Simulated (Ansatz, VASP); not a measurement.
# CoO in VASP and in Ansatz

```
Co O
1.0
     1.44525    0.83442    2.43993
    -1.44525    0.83442    2.43993
     0.00000   -1.66883    2.43993
Co O
1 1
Direct
  0.00000 0.00000 0.00000
  0.50000 0.50000 0.50000
```

Change from the starting cell: strain -0.040 along x and y, +0.000 along z, atoms carried along.

Alike in both runs: task single point; functional PBEsol; k mesh 18 × 18 × 18; occupations gaussian, width 0.15 eV; collinear spin.

|  | VASP | Ansatz |
| --- | --- | --- |
| version | VASP 6.6.1 | Ansatz 0.2.0 |
| potentials or method | VASP PAW PBE potentials, release 64 (Co, O), cutoff 520 eV | scalar-relativistic, plane waves, PAW |
| valence electrons in the cell | 15 | 23 |

```tsv
	VASP	Ansatz	Ansatz less VASP
gap on the k mesh at the Fermi level (eV)	none	none	-
pressure (GPa)	3.3	4.1	+0.77
traceless stress, the component that is largest in VASP (GPa)	1.64	1.79	+0.149
net moment per atom (μB)	1.29	1.31	+0.023
size of the moment on the site where the two differ most (μB)	2.30	2.24	-0.057
```

VASP's potentials were made for PBE, not for PBEsol. Site moments also hang on the region over which each program counts them. A gap of «none» marks a metal or a gap that the smearing closes. VASP's potentials hold 15 valence electrons a cell and Ansatz's 23, so a difference there can come from the potentials and not from the codes.
